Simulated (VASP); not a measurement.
# Si47Pb (a cell with a defect) in VASP: single point with PBE

Aim: the single point of Si47Pb (a cell with a defect) with PBE.

All numbers are computed with VASP 6.6.1; they aren't measurements. Logs are shortened: lines on timing, memory, paths and dates and some standing lists are left out, and cuts for length are marked.

## (1) The cell of the first run

The cell holds a defect, 48 atoms: a = 11.384 Å, b = 7.590 Å, c = 12.710 Å, α = 90.00°, β = 90.00°, γ = 120.00°.

## (2) Single point, PBE

Contents of INCAR:

```
ALGO     = Normal         # electronic algorithm
EDIFF    = 1E-6           # SCF threshold, eV
ENCUT    = 520            # plane-wave cutoff, eV
GGA      = PE             # functional
ISIF     = 2              # what is computed and relaxed
ISMEAR   = -1             # smearing method
LASPH    = True           # aspherical terms in the spheres
LCHARG   = True           # write CHGCAR
LELF     = True           # ELF
LREAL    = Auto         
LUSENCCL = False        
LVHAR    = True         
LWAVE    = False          # write WAVECAR
NBANDS   = 131            # bands
NELECT   = 204.0        
NELM     = 100            # most SCF steps
PREC     = Accurate       # precision mode
SIGMA    = 0.01           # smearing width, eV
```

Contents of KPOINTS:

```
k-points
0
Gamma
  2 3 2
```

Contents of POSCAR:

```
Si47Pb
1.0
   11.3844000000      0.0000000000      0.0000000000
   -3.7948000000      6.5727864046      0.0000000000
    0.0000000000      0.0000000000     12.7099000000
Si Pb
47 1
Direct
   -0.0118381589     -0.0284297092      0.4132891881
   -0.0084035093      0.5136540390      0.4144155326
    0.3318673355     -0.0019901539      0.4074014791
    0.3559183941      0.5189353954      0.4145834016
    0.6709148715      0.0056897530      0.4069844403
    0.6623250315      0.4927314634      0.4068501850
   -0.0010486900     -0.0030090838      0.9041497588
   -0.0006002112      0.5019018741      0.9037996399
    0.3330040744     -0.0002000437      0.9076885411
    0.3361006793      0.5021211833      0.9028359824
    0.6674101836      0.0014884403      0.9079047270
    0.6650758171      0.4976494350      0.9085200626
   -0.0022770255     -0.0058412596      0.0887393712
   -0.0016585364      0.5031101019      0.0881800196
    0.3332627437     -0.0004061784      0.0938981528
    0.3378164652      0.5036918589      0.0875963913
    0.6669893923      0.0005292706      0.0938407148
    0.6658587975      0.4988098336      0.0938930492
   -0.0018192823     -0.0045735685      0.5969793830
   -0.0010556276      0.5023358374      0.5977250273
    0.3333999884      0.0001050412      0.5933007817
    0.3367277276      0.5027586446      0.5980489065
    0.6669745380      0.0010910409      0.5930572543
    0.6654257247      0.4979590508      0.5927957292
    0.1102017534      0.8330901347      0.3432389853
    0.4436014067      0.3297436244      0.3429798878
    0.4499244046      0.8417800137      0.3431871747
    0.7778785170      0.3369878292      0.3428565307
    0.7715161191      0.8237922418      0.3429413517
    0.2225618076      0.1661387819      0.8431172302
    0.2229108049      0.6680186569      0.8431658747
    0.5548586878      0.1654839148      0.8440196691
    0.5591828148      0.6697314822      0.8434521969
    0.8888873560      0.1668526193      0.8435351066
    0.8853940065      0.6639289823      0.8436461041
    0.1117993300      0.3339542587      0.1357064488
    0.1103169376      0.8328849007      0.1565487254
    0.4433182310      0.3333118323      0.1568694208
    0.4446168613      0.8327727169      0.1568754955
    0.7785439807      0.3344138294      0.1567535333
    0.7772317002      0.8321664360      0.1567690848
    0.2223782146      0.1660696156      0.6570187607
    0.2229370465      0.6681152572      0.6572962661
    0.5552341928      0.1659642552      0.6576485592
    0.5590546189      0.6694918047      0.6585424541
    0.8885487483      0.1664931747      0.6573362951
    0.8854556929      0.6639003479      0.6601282098
    0.1132760435      0.3348010235      0.3398889150
```

Potentials or basis: VASP PAW PBE potentials, release 64 (Si, Pb_d).

Started as:

```
> cat potpaw_PBE.64/Si/POTCAR potpaw_PBE.64/Pb_d/POTCAR > POTCAR
> mpirun -np 1 vasp_std > vasp.out
```

OUTCAR:

```text
EDIFF = 1E-6
   ENCUT = 520
   GGA = PE
   ISIF = 2
   ISMEAR = -1
   LASPH = True
   LREAL = Auto
   NELECT = 204.0
   NELM = 100
   PREC = Accurate

 ion  position               nearest neighbor table
   1  0.988  0.972  0.413-  25 2.30  29 2.32  19 2.34  48 2.56
   2  0.992  0.514  0.414-  25 2.29  28 2.30  20 2.33  48 2.56
   3  0.332  0.998  0.407-  26 2.33  25 2.33  27 2.34  21 2.36
   4  0.356  0.519  0.415-  26 2.31  27 2.31  22 2.34  48 2.57
   5  0.671  0.006  0.407-  27 2.32  28 2.33  29 2.34  23 2.37
   6  0.662  0.493  0.407-  26 2.30  28 2.31  29 2.32  24 2.36
[... 40 lines left out ...]
  47  0.885  0.664  0.660-  20 2.32  19 2.32  24 2.33  35 2.33
  48  0.113  0.335  0.340-   2 2.56   1 2.56   4 2.57  36 2.60

  Warning from LATTYP: Monoclinic adjustment (A1->A3, A2->A1, A3->A2)!
  Warning from LATTYP: Got some problem with cell dimensions!
  Tried to take original basis but could not verify dimensions!
  LATTYP: Found a simple monoclinic cell.
 ALAT       =     7.5896000000
 B/A-ratio  =     1.6746468852
 C/A-ratio  =     1.3228756555
 COS(beta)  =    -0.1889822365

  Lattice vectors:

 A1 = (  -3.7948000000,   6.5727864046,   0.0000000000)
 A2 = (   0.0000000000,   0.0000000000, -12.7099000000)
 A3 = (  -7.5896000000,  -6.5727864046,   0.0000000000)

Analysis of symmetry for initial positions (statically):
=====================================================================
 Subroutine PRICEL returns:
 Original cell was already a primitive cell.

 Routine SETGRP: Setting up the symmetry group for a
 simple monoclinic supercell.

 Subroutine GETGRP returns: Found  1 space group operations
 (whereof  1 operations were pure point group operations)
 out of a pool of  4 trial point group operations.

The static configuration has the point symmetry C_1 .

Analysis of symmetry for dynamics (positions and initial velocities):
=====================================================================
 Subroutine PRICEL returns:
 Original cell was already a primitive cell.

 Routine SETGRP: Setting up the symmetry group for a
 simple monoclinic supercell.

 Subroutine GETGRP returns: Found  1 space group operations
 (whereof  1 operations were pure point group operations)
 out of a pool of  4 trial point group operations.

The dynamic configuration has the point symmetry C_1 .

 Subroutine INISYM returns: Found  1 space group operations
 (whereof  1 operations are pure point group operations),
 and found     1 'primitive' translations

----------------------------------------------------------------------------------------

                                     Primitive cell

  volume of cell :     951.0466

  direct lattice vectors                    reciprocal lattice vectors
    11.384400000  0.000000000  0.000000000     0.087839500  0.050714159 -0.000000000
    -3.794800000  6.572786405  0.000000000     0.000000000  0.152142476  0.000000000
     0.000000000  0.000000000 12.709900000     0.000000000 -0.000000000  0.078678825

  length of vectors
    11.384400000  7.589600000 12.709900000     0.101428318  0.152142476  0.078678825

  position of ions in fractional coordinates (direct lattice)
     0.988161841  0.971570291  0.413289188
     0.991596491  0.513654039  0.414415533
     0.331867336  0.998009846  0.407401479
     0.355918394  0.518935395  0.414583402
     0.670914872  0.005689753  0.406984440
     0.662325032  0.492731463  0.406850185
[... 40 lines left out ...]
     0.885455693  0.663900348  0.660128210
     0.113276044  0.334801023  0.339888915

  ion indices of the primitive-cell ions
   primitive index   ion index
                 1           1
                 2           2
                 3           3
                 4           4
                 5           5
                 6           6
[... 40 lines left out ...]
                47          47
                48          48

[... 31 lines left out ...]
|     classes:                                                                |
|                                                                             |
|        The reciprocal lattice is simple monoclinic,                         |
|        whereas your k-lattice is hexagonal.                                 |
|                                                                             |
|     Results are often still useful ...                                      |
|                                                                             |
 -----------------------------------------------------------------------------

 Subroutine IBZKPT returns following result:
 ===========================================

 Found      8 irreducible k-points:

 Following reciprocal coordinates:
            Coordinates               Weight
  0.000000  0.000000  0.000000      1.000000
  0.500000  0.000000  0.000000      1.000000
  0.000000  0.333333  0.000000      2.000000
  0.500000  0.333333  0.000000      2.000000
  0.000000  0.000000  0.500000      1.000000
  0.500000  0.000000  0.500000      1.000000
  0.000000  0.333333  0.500000      2.000000
  0.500000  0.333333  0.500000      2.000000
   k-points           NKPTS =      8   k-points in BZ     NKDIM =      8   number of bands    NBANDS=    131
   number of dos      NEDOS =    301   number of ions     NIONS =     48
   total plane-waves  NPLWV = 483840
   dimension x,y,z NGX =    90 NGY =   56 NGZ =   96
   dimension x,y,z NGXF=   180 NGYF=  112 NGZF=  192
   ions per type =              47   1
   NGX,Y,Z   is equivalent  to a cutoff of  13.14, 12.27, 12.56 a.u.
   NGXF,Y,Z  is equivalent  to a cutoff of  26.29, 24.53, 25.11 a.u.
 SYSTEM =  unknown system
   PREC   = accura    normal or accurate (medium, high low for compatibility)
   ISTART =      0    job   : 0-new  1-cont  2-samecut
   ICHARG =      2    charge: 1-file 2-atom 10-const
   ISPIN  =      1    spin polarized calculation?
   LNONCOLLINEAR =      F non collinear calculations
   LSORBIT =      F    spin-orbit coupling
   LASPH  =      T    aspherical Exc in radial PAW
   ENCUT  =  520.0 eV  38.22 Ry    6.18 a.u.  21.17 14.11 23.63*2*pi/ulx,y,z
   NELM   =    100;   NELMIN=  2; NELMDL= -5     # of ELM steps
   EDIFF  = 0.1E-05   stopping-criterion for ELM
   LREAL  =      T    real-space projection
   EDIFFG = 0.1E-04   stopping-criterion for IOM
   NSW    =      0    number of steps for IOM
   IBRION =     -1    ionic relax: 0-MD 1-quasi-New 2-CG
   NFREE  =      0    steps in history (QN), initial steepest desc. (CG)
   ISIF   =      2    stress and relaxation
   ISYM   =      2    0-nonsym 1-usesym 2-fastsym
   POTIM  = 0.5000    time-step for ionic-motion
   TEBEG  =    0.0;   TEEND  =   0.0 temperature during run
   PSTRESS=    0.0 pullay stress
   NELECT =     204.0000    total number of electrons
   NUPDOWN=      -1.0000    fix difference up-down
   EMIN   =  10.00;   EMAX   =-10.00  energy-range for DOS
   EFERMI =   0.00;   METHOD = LEGACY
   ISMEAR =    -1;   SIGMA  =   0.01  broadening in eV -4-tet -1-fermi 0-gaus
   EFERMI_NEDOS =   21; number of points for ismear=-14 and -15
   IALGO  =     38    algorithm
   IMIX   =      4    mixing-type and parameters
     AMIX     =   0.40;   BMIX     =  1.00
     AMIX_MAG =   1.60;   BMIX_MAG =  1.00
  volume/ion in A,a.u.               =      19.81       133.71
  Fermi-wavevector in a.u.,A,eV,Ry     =   0.979981  1.851895 13.066526  0.960363
  Thomas-Fermi vector in A             =   2.110876
   LORBIT       =      0    0 simple, 1 ext, 2 COOP (PROOUT), +10 PAW based schemes
   GGA     = PE    functional components
   LHFCALC =     F    Hartree Fock is set to
   AEXX    =    0.0000 exact exchange contribution
   IVDW    =     0    specifies the selected vdW correction
   LEPSILON=     F    determine dielectric tensor
   LRPA    =     F    only Hartree local field effects (RPA)
 non-spin polarized calculation
  energy-cutoff  :      520.00
  volume of cell :      951.05
 maximum number of plane-waves:     25672
 NGX is ok and might be reduce to    90
   NGX = 43   NGY = 29   NGZ = 47

 number of electron     204.0000001 magnetization

 Free energy of the ion-electron system (eV)
  ---------------------------------------------------
  ext. energy  EPLUGINS =         0.00000000
  ---------------------------------------------------
  free energy    TOTEN  =      -242.14452727 eV

  energy without entropy =     -242.13916563  energy(sigma->0) =     -242.14184645

 E-fermi :   6.9374     XC(G=0):  -9.5633

 val. band max:        6.9305441573   @ k =   0.0000   0.0000   0.5000
 cond. band min:       6.9504398653   @ k =   0.0000   0.3333   0.0000
 fundamental gap:      0.0198957079
 Fermi energy:         6.9373549951

 k-point     1 :       0.0000    0.0000    0.0000
  band No.  band energies     occupation
      1     -10.4647      2.00000
      2     -10.4616      2.00000
      3     -10.4530      2.00000
      4     -10.3429      2.00000
      5     -10.3395      2.00000
      6      -6.0831      2.00000
[... 925 lines left out ...]
    113       8.2613      0.00000
    114       8.6223      0.00000
 [bands above 114 left out]

------------------------ aborting loop because EDIFF is reached ----------------------------------------

  FORCE on cell =-STRESS in cart. coord.  units (eV):
  Direction    XX          YY          ZZ          XY          YZ          ZX
  --------------------------------------------------------------------------------------
  -------------------------------------------------------------------------------------
  Total       52.8294997     53.7596229     26.0948473     -1.3016323      0.0047441     -0.0218320
  in kB       88.9990315     90.5659603     43.9605931     -2.1927902      0.0079921     -0.0367791
  external PRESSURE =      74.5085283 kB  Pullay stress =       0.0000000 kB

 VOLUME and BASIS-vectors are now :
 -----------------------------------------------------------------------------
  energy-cutoff  :      520.00
  volume of cell :      951.05
      direct lattice vectors                 reciprocal lattice vectors
    11.384400000  0.000000000  0.000000000     0.087839500  0.050714159 -0.000000000
    -3.794800000  6.572786405  0.000000000     0.000000000  0.152142476  0.000000000
     0.000000000  0.000000000 12.709900000     0.000000000 -0.000000000  0.078678825

 POSITION                                       TOTAL-FORCE (eV/Angst)
 -----------------------------------------------------------------------------------
      7.56271      6.38592      5.25286         0.007454      0.013841     -0.003202
      9.33952      3.37614      5.26718         0.028123     -0.021529     -0.007472
     -0.00914      6.55971      5.17803        -0.006510      0.012112     -0.007225
      2.08266      3.41085      5.26931        -0.015626     -0.016659     -0.004565
      7.61637      0.03740      5.17273        -0.004355      0.007947     -0.006566
      5.67036      3.23862      5.17103         0.004045     -0.009062     -0.008510
[... 40 lines left out ...]
      7.56101      4.36368      8.39016        -0.002258     -0.000036     -0.020412
      0.01908      2.20058      4.31995        -0.010424      0.009092      0.020193
 -----------------------------------------------------------------------------------
    total drift:                               -0.001519      0.013260      0.010349

  FREE ENERGIE OF THE ION-ELECTRON SYSTEM (eV)
  ---------------------------------------------------
  free  energy   TOTEN  =      -242.1445272705 eV

  energy  without entropy=     -242.1391656290  energy(sigma->0) =     -242.14184645
```

Wall time 1.9 min (1 × NVIDIA H100 80GB with 1 thread of AMD EPYC 7R13 (Zen 3), shared host); peak memory 2.1 GiB.

Results:

| Item | Value |
| --- | --- |
| Free energy | -242.1445 eV |
| Largest force | 0.036 eV/Å |

Forces in eV/Å, atoms in the order of the input:
```
Si   0.007  0.014 -0.003
Si   0.028 -0.022 -0.007
Si  -0.007  0.012 -0.007
Si  -0.016 -0.017 -0.005
Si  -0.004  0.008 -0.007
Si   0.004 -0.009 -0.009
Si  -0.009 -0.003 -0.003
Si   0.009  0.003 -0.017
Si   0.004 -0.014 -0.005
Si  -0.004  0.013 -0.007
Si   0.004 -0.005  0.005
Si  -0.003  0.004  0.003
Si   0.006 -0.001 -0.001
Si  -0.008 -0.006  0.007
Si  -0.001  0.016  0.000
Si   0.009 -0.009  0.001
Si  -0.004  0.002 -0.005
Si   0.001 -0.008 -0.001
Si   0.005  0.008 -0.007
Si   0.012  0.004  0.007
Si  -0.004 -0.009 -0.004
Si  -0.016  0.000  0.002
Si  -0.001 -0.009 -0.005
Si  -0.002  0.007 -0.007
Si  -0.003  0.007  0.006
Si   0.011  0.001  0.001
Si  -0.001 -0.007  0.005
Si  -0.012  0.002  0.005
Si   0.004  0.006  0.011
Si   0.000 -0.002  0.007
Si  -0.003 -0.003  0.001
Si   0.002  0.002  0.005
Si   0.002  0.001  0.001
Si   0.001 -0.004  0.007
Si   0.003  0.005  0.003
Si   0.002  0.004 -0.013
Si   0.001  0.002  0.002
Si  -0.007  0.005  0.009
Si   0.000 -0.004  0.003
Si  -0.002 -0.001  0.004
Si  -0.004  0.001  0.001
Si   0.004 -0.002 -0.005
Si  -0.002 -0.001  0.014
Si  -0.004  0.003  0.004
Si   0.003 -0.005  0.000
Si   0.003  0.000  0.001
Si  -0.002  0.000 -0.020
Pb  -0.010  0.009  0.020
```

Caveat: the cell carries a net charge on a neutralising background, which shifts energy and pressure; the cell is charged against a uniform background, so pressure and absolute levels hang on convention; spin-orbit coupling is left out, which moves the levels of the heavy elements.
